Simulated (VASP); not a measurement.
# Ir (Fm-3m) in VASP: a series of runs

Aim: see how the results for Ir move with the level of theory and the settings. Levels: LDA, PBE, RPBE. Tasks: single point.

All numbers are computed with VASP 6.6.1; they aren't measurements. Logs are shortened: lines on timing, memory, paths and dates and some standing lists are left out, and cuts for length are marked.

## Step 1: The cell of the first run

It takes space group Fm-3m (No. 225, cubic). Conventional cell: a = 3.906 Å, b = 3.906 Å, c = 3.906 Å, α = 90.00°, β = 90.00°, γ = 90.00°. Ir (site symmetry m-3m) has 12 Ir at 2.76 Å within 3.6 Å.

## Step 2: Single point, LDA (volume scaled by 1.06)

Input file INCAR:

```
ALGO     = Normal         # electronic algorithm
EDIFF    = 1E-6           # SCF threshold, eV
ENCUT    = 520            # plane-wave cutoff, eV
ISIF     = 2              # what is computed and relaxed
ISMEAR   = -1             # smearing method
LASPH    = T              # aspherical terms in the spheres
LCHARG   = T              # write CHGCAR
LELF     = T              # ELF
LREAL    = F              # projectors in reciprocal space
LVHAR    = T            
LWAVE    = F              # write WAVECAR
NBANDS   = 10             # bands
NELM     = 100            # most SCF steps
PREC     = Accurate       # precision mode
SIGMA    = 0.05           # smearing width, eV
```

Input file KPOINTS:

```
k-points
0
Gamma
  12 12 12
```

Input file POSCAR:

```
Ir
1.0
    0.0000000000      1.9531703226      1.9531703226
    1.9531703226      0.0000000000      1.9531703226
    1.9531703226      1.9531703226      0.0000000000
Ir
1
Direct
    0.0000000000      0.0000000000      0.0000000000
```

Potentials or basis: VASP PAW LDA potentials, release 64 (Ir).

Run with:

```
$ cat potpaw_LDA.64/Ir/POTCAR > POTCAR
$ mpirun -np 1 vasp_std > vasp.out
```

OUTCAR:

```text
EDIFF = 1E-6
   ENCUT = 520
   ISIF = 2
   ISMEAR = -1
   LASPH = T
   LREAL = F
   NELM = 100
   PREC = Accurate

 ion  position               nearest neighbor table
   1  0.000  0.000  0.000-

  LATTYP: Found a face centered cubic cell.
 ALAT       =     3.9063406452

  Lattice vectors:

 A1 = (   0.0000000000,   1.9531703226,   1.9531703226)
 A2 = (   1.9531703226,   0.0000000000,   1.9531703226)
 A3 = (   1.9531703226,   1.9531703226,   0.0000000000)

Analysis of symmetry for initial positions (statically):
[... 5 lines left out ...]
 face centered cubic supercell.

 Subroutine GETGRP returns: Found 48 space group operations
 (whereof 48 operations were pure point group operations)
 out of a pool of 48 trial point group operations.

The static configuration has the point symmetry O_h .

Analysis of symmetry for dynamics (positions and initial velocities):
[... 5 lines left out ...]
 face centered cubic supercell.

 Subroutine GETGRP returns: Found 48 space group operations
 (whereof 48 operations were pure point group operations)
 out of a pool of 48 trial point group operations.

The dynamic configuration has the point symmetry O_h .

 Subroutine INISYM returns: Found 48 space group operations
 (whereof 48 operations are pure point group operations),
 and found     1 'primitive' translations

----------------------------------------------------------------------------------------

                                     Primitive cell

  volume of cell :      14.9022

  direct lattice vectors                    reciprocal lattice vectors
     0.000000000  1.953170323  1.953170323    -0.255994060  0.255994060  0.255994060
     1.953170323  0.000000000  1.953170323     0.255994060 -0.255994060  0.255994060
     1.953170323  1.953170323  0.000000000     0.255994060  0.255994060 -0.255994060

  length of vectors
     2.762199960  2.762199960  2.762199960     0.443394718  0.443394718  0.443394718

  position of ions in fractional coordinates (direct lattice)
     0.000000000  0.000000000  0.000000000

  ion indices of the primitive-cell ions
   primitive index   ion index
                 1           1

----------------------------------------------------------------------------------------

 KPOINTS: k-points

Automatic generation of k-mesh.
 Grid dimensions read from file:
 generate k-points for:   12   12   12

 Generating k-lattice:

  Cartesian coordinates                     Fractional coordinates (reciprocal lattice)
    -0.021332838  0.021332838  0.021332838     0.083333333  0.000000000  0.000000000
[... 52 lines left out ...]
   ICHARG =      2    charge: 1-file 2-atom 10-const
   ISPIN  =      1    spin polarized calculation?
   LNONCOLLINEAR =      F non collinear calculations
   LSORBIT =      F    spin-orbit coupling
   LASPH  =      T    aspherical Exc in radial PAW
   ENCUT  =  520.0 eV  38.22 Ry    6.18 a.u.   5.14  5.14  5.14*2*pi/ulx,y,z
   NELM   =    100;   NELMIN=  2; NELMDL= -5     # of ELM steps
   EDIFF  = 0.1E-05   stopping-criterion for ELM
   LREAL  =      F    real-space projection
   EDIFFG = 0.1E-04   stopping-criterion for IOM
   NSW    =      0    number of steps for IOM
   IBRION =     -1    ionic relax: 0-MD 1-quasi-New 2-CG
   NFREE  =      0    steps in history (QN), initial steepest desc. (CG)
   ISIF   =      2    stress and relaxation
   ISYM   =      2    0-nonsym 1-usesym 2-fastsym
   POTIM  = 0.5000    time-step for ionic-motion
   TEBEG  =    0.0;   TEEND  =   0.0 temperature during run
   PSTRESS=    0.0 pullay stress
   NELECT =       9.0000    total number of electrons
   NUPDOWN=      -1.0000    fix difference up-down
   EMIN   =  10.00;   EMAX   =-10.00  energy-range for DOS
[... 5 lines left out ...]
     AMIX     =   0.40;   BMIX     =  1.00
     AMIX_MAG =   1.60;   BMIX_MAG =  1.00
  volume/ion in A,a.u.               =      14.90       100.56
  Fermi-wavevector in a.u.,A,eV,Ry     =   1.383796  2.614996 26.053697  1.914893
  Thomas-Fermi vector in A             =   2.508361
   LORBIT       =      0    0 simple, 1 ext, 2 COOP (PROOUT), +10 PAW based schemes
   GGA     = CA    functional components
   LHFCALC =     F    Hartree Fock is set to
   AEXX    =    0.0000 exact exchange contribution
   IVDW    =     0    specifies the selected vdW correction
   LEPSILON=     F    determine dielectric tensor
   LRPA    =     F    only Hartree local field effects (RPA)
 non-spin polarized calculation
  energy-cutoff  :      520.00
  volume of cell :       14.90
 maximum number of plane-waves:       415
 NGX is ok and might be reduce to    24
   NGX = 11   NGY = 11   NGZ = 11

 number of electron       9.0000001 magnetization

 Free energy of the ion-electron system (eV)
  ---------------------------------------------------
  ext. energy  EPLUGINS =         0.00000000
  ---------------------------------------------------
  free energy    TOTEN  =       -10.26992338 eV

  energy without entropy =      -10.26470427  energy(sigma->0) =      -10.26731383

 E-fermi :   9.4307     XC(G=0): -13.8417

 val. band max:        9.4092518687   @ k =   0.3333   0.0833   0.0000
 cond. band min:       9.4358673924   @ k =  -0.2500   0.0833   0.0000
 fundamental gap:      0.0266155238
 Fermi energy:         9.4307350119

 k-point     1 :       0.0000    0.0000    0.0000
  band No.  band energies     occupation
      1      -1.1409      2.00000
      2       5.7955      2.00000
      3       5.7955      2.00000
      4       5.7955      2.00000
      5       8.3028      2.00000
      6       8.3028      2.00000
      7      23.8599      0.00000
      8      29.0841      0.00000
      9      29.0841      0.00000
     10      29.0841      0.00000
[... 287 lines left out ...]
 k-point    24 :      -0.4167    0.1667    0.0000
  band No.  band energies     occupation
      1       2.7244      2.00000
      2       5.0331      2.00000
      3       6.4906      2.00000
      4       6.6583      2.00000
      5       9.8128      0.00096
      6      13.0086      0.00000
      7      16.2024      0.00000
      8      24.5024      0.00000
      9      26.5509      0.00000
     10      28.3866      0.00000

 [... further k-points ...]
[... 5 lines left out ...]
  --------------------------------------------------------------------------------------
  -------------------------------------------------------------------------------------
  Total       -2.1772622     -2.1772622     -2.1772622      0.0000000      0.0000000      0.0000000
  in kB     -234.0835913   -234.0835913   -234.0835913      0.0000000      0.0000000      0.0000000
  external PRESSURE =    -234.0835913 kB  Pullay stress =       0.0000000 kB

 VOLUME and BASIS-vectors are now :
 -----------------------------------------------------------------------------
  energy-cutoff  :      520.00
  volume of cell :       14.90
      direct lattice vectors                 reciprocal lattice vectors
     0.000000000  1.953170323  1.953170323    -0.255994060  0.255994060  0.255994060
     1.953170323  0.000000000  1.953170323     0.255994060 -0.255994060  0.255994060
     1.953170323  1.953170323  0.000000000     0.255994060  0.255994060 -0.255994060

 POSITION                                       TOTAL-FORCE (eV/Angst)
 -----------------------------------------------------------------------------------
      0.00000      0.00000      0.00000         0.000000      0.000000      0.000000
 -----------------------------------------------------------------------------------
    total drift:                               -0.000000      0.000000      0.000000

  FREE ENERGIE OF THE ION-ELECTRON SYSTEM (eV)
  ---------------------------------------------------
  free  energy   TOTEN  =       -10.2699233820 eV

  energy  without entropy=      -10.2647042714  energy(sigma->0) =      -10.26731383
```

OSZICAR:

```text
N       E                     dE             d eps       ncg     rms          rms(c)
DAV:   1     0.463044945888E+02    0.46304E+02   -0.43034E+03  1448   0.813E+02
DAV:   2    -0.989480085376E+01   -0.56199E+02   -0.53050E+02  1484   0.192E+02
DAV:   3    -0.109119386988E+02   -0.10171E+01   -0.10146E+01  1708   0.318E+01
DAV:   4    -0.109210351354E+02   -0.90964E-02   -0.90947E-02  1622   0.275E+00
DAV:   5    -0.109212192513E+02   -0.18412E-03   -0.18411E-03  1632   0.382E-01    0.136E+01
DAV:   6    -0.103589623525E+02    0.56226E+00   -0.11255E+00  1630   0.128E+01    0.501E+00
DAV:   7    -0.102768622962E+02    0.82100E-01   -0.26030E-01  1726   0.553E+00    0.147E+00
DAV:   8    -0.102754974424E+02    0.13649E-02   -0.16975E-03  1548   0.387E-01    0.130E+00
DAV:   9    -0.102699400231E+02    0.55574E-02   -0.27269E-03  1586   0.784E-01    0.345E-02
DAV:  10    -0.102699232241E+02    0.16799E-04   -0.20686E-05  2046   0.543E-02    0.158E-02
DAV:  11    -0.102699233820E+02   -0.15786E-06   -0.17212E-06  1530   0.116E-02
   1 F= -.10269923E+02 E0= -.10267314E+02  d E =-.521911E-02
```

stdout:

```text
POSCAR found type information on POSCAR Ir
 POSCAR found :  1 types and       1 ions
 scaLAPACK will be used
 LDA part: xc-table for (Slater(with rela. corr.)+CA(PZ))
 , standard interpolation
 POSCAR, INCAR and KPOINTS ok, starting setup
 FFT: planning ... GRIDC
 FFT: planning ... GRID_SOFT
 FFT: planning ... GRID
 WAVECAR not read
 entering main loop
```

Wall time 7.3 s (1 thread of Intel Xeon 6975P-C, shared host); peak memory 0.14 GiB.

Results:

- Free energy: -10.2699 eV
- Pressure: -23.4 GPa

Caveat: the cell differs from its parent crystal (volume scaled by 1.06); spin-orbit coupling is left out, which moves the levels of the heavy elements.

## Step 3: Single point, PBE

This run uses another cell than the first one, of 14.06 Å³/atom, 0.943 times its volume.

Input file INCAR:

```
PREC = Accurate
ENCUT = 520
EDIFF = 1E-6
ISMEAR = -1
SIGMA = 0.03
LREAL = F
LASPH = T
NELM = 100
ALGO = Fast
ISIF = 2
LWAVE = F
LCHARG = T
GGA = PE
LELF = T
LVHAR = T
NBANDS = 10
```

Input file KPOINTS:

```
regular mesh
0
Gamma
  7 7 7
```

Input file POSCAR:

```
Ir
1.0
    0.0000000000      1.9156000000      1.9156000000
    1.9156000000      0.0000000000      1.9156000000
    1.9156000000      1.9156000000      0.0000000000
Ir
1
Direct
    0.0000000000      0.0000000000      0.0000000000
```

Potentials or basis: VASP PAW PBE potentials, release 64 (Ir).

Run with:

```
$ cat potpaw_PBE.64/Ir/POTCAR > POTCAR
$ mpirun -np 1 vasp_std > vasp.out
```

Wall time 3.3 s (1 thread of Intel Xeon 6975P-C, shared host); peak memory 0.13 GiB.

It converged, with:

```
Free energy : -8.9116 eV
Pressure    : 10.9 GPa
```

Levels at points of the mesh, in eV from the Fermi level:
| k point | band 2 | band 3 | band 4 | band 5 | band 6 | band 7 |
| --- | --- | --- | --- | --- | --- | --- |
| (0.00, 0.00, 0.00) | -4.06 | -4.06 | -4.06 | -1.33 | -1.33 | 14.15 |

Caveat: the k points lie up to 0.41 Å⁻¹ apart; spin-orbit coupling is left out, which moves the levels of the heavy elements.

## Step 4: Single point, PBE

This run uses another cell than the first one, of 14.06 Å³/atom, 0.943 times its volume.

Input file INCAR:

```
SYSTEM = Ir
PREC = Accurate
ENCUT = 520
EDIFF = 1E-6
ISMEAR = 0
SIGMA = 0.05
LREAL = .False.
LASPH = .True.
NELM = 60
ALGO = Normal
ISIF = 2
LWAVE = .False.
LCHARG = .True.
GGA = PE
LELF = .True.
LVHAR = .True.
NBANDS = 10
```

Input file KPOINTS:

```
Automatic mesh
0
Gamma
  12 12 12
  0 0 0
```

POSCAR is that of step 3.

Run with:

```
$ cat potpaw_PBE.64/Ir/POTCAR > POTCAR
$ mpirun -np 1 vasp_std > vasp.out
```

It took 15 s on 1 thread of Intel Xeon 8259CL, shared host; peak memory 0.13 GiB.

The run converged. Its results:

```
Free energy : -8.8518 eV
Pressure    : 11.8 GPa
```

Levels at points of the mesh, in eV from the Fermi level:
```csv
k point,band 1,band 2,band 3,band 4,band 5,band 6,band 7,band 8
"(0.00, 0.00, 0.00)",-11.22,-3.96,-3.96,-3.96,-1.25,-1.25,14.28,19.90
"(0.50, 0.00, 0.00)",-8.20,-4.07,-4.07,-0.82,0.87,0.87,7.29,13.82
"(0.50, 0.50, 0.00)",-8.03,-7.45,0.83,1.45,1.45,1.66,10.56,11.70
```

Caveat: spin-orbit coupling is left out, which moves the levels of the heavy elements.

## Step 5: Single point, RPBE

This run uses another cell than the first one, of 14.06 Å³/atom, 0.943 times its volume.

Input file INCAR:

```
SYSTEM = Ir
ALGO = Normal
EDIFF = 1E-7
ENCUT = 520
GGA = RP
ISIF = 2
ISMEAR = 0
LASPH = .TRUE.
LCHARG = .FALSE.
LREAL = .FALSE.
LWAVE = .FALSE.
NBANDS = 10
NELM = 80
PREC = Accurate
SIGMA = 0.02
```

Input file KPOINTS:

```
k-points
0
G
  12 12 12
  0 0 0
```

POSCAR is that of step 4.

Run with:

```
$ cat potpaw_PBE.64/Ir/POTCAR > POTCAR
$ mpirun -np 1 vasp_std > vasp.out
```

Wall time 16 s (1 thread of Intel Xeon 8259CL, shared host); peak memory 0.13 GiB.

It converged, with:

```
Free energy : -8.1776 eV
Pressure    : 15.9 GPa
```

Levels at points of the mesh, in eV from the Fermi level:
| k point | band 2 | band 3 | band 4 | band 5 | band 6 | band 7 |
| --- | --- | --- | --- | --- | --- | --- |
| (0.00, 0.00, 0.00) | -3.94 | -3.94 | -3.94 | -1.24 | -1.24 | 14.26 |
| (0.50, 0.00, 0.00) | -4.06 | -4.06 | -0.80 | 0.88 | 0.88 | 7.33 |
| (0.50, 0.50, 0.00) | -7.43 | 0.84 | 1.46 | 1.46 | 1.68 | 10.60 |

Caveat: the PAW data sets were made with another functional, which shifts forces and pressure a little; spin-orbit coupling is left out, which moves the levels of the heavy elements.

## Step 6: The runs side by side

| level | potentials or basis | cell | k mesh | smearing | gap on the mesh (eV) | pressure (GPa) |
| --- | --- | --- | --- | --- | --- | --- |
| LDA | VASP PAW LDA potentials, release 64 (Ir) | a = 2.762 Å, angles 60.0°, 1 atom | 12 × 12 × 12 | fermi-dirac 0.05 eV | none | -23.4 |
| PBE | VASP PAW PBE potentials, release 64 (Ir) | a = 2.709 Å, angles 60.0°, 1 atom | 7 × 7 × 7 | fermi-dirac 0.03 eV | none | 10.9 |
| PBE | VASP PAW PBE potentials, release 64 (Ir) | a = 2.709 Å, angles 60.0°, 1 atom | 12 × 12 × 12 | gaussian 0.05 eV | none | 11.8 |
| RPBE | VASP PAW PBE potentials, release 64 (Ir) | a = 2.709 Å, angles 60.0°, 1 atom | 12 × 12 × 12 | gaussian 0.02 eV | none | 15.9 |

Alike in all rows: task single point; no spin polarisation; cutoff (eV) 520.

Caveats: some runs use coarse meshes; spin-orbit coupling is left out, which moves the levels of the heavy elements; the PAW data sets were made with another functional, which shifts forces and pressure a little (some runs).

Total energies depend on the potentials used, so only differences within one code and one set of settings carry meaning.
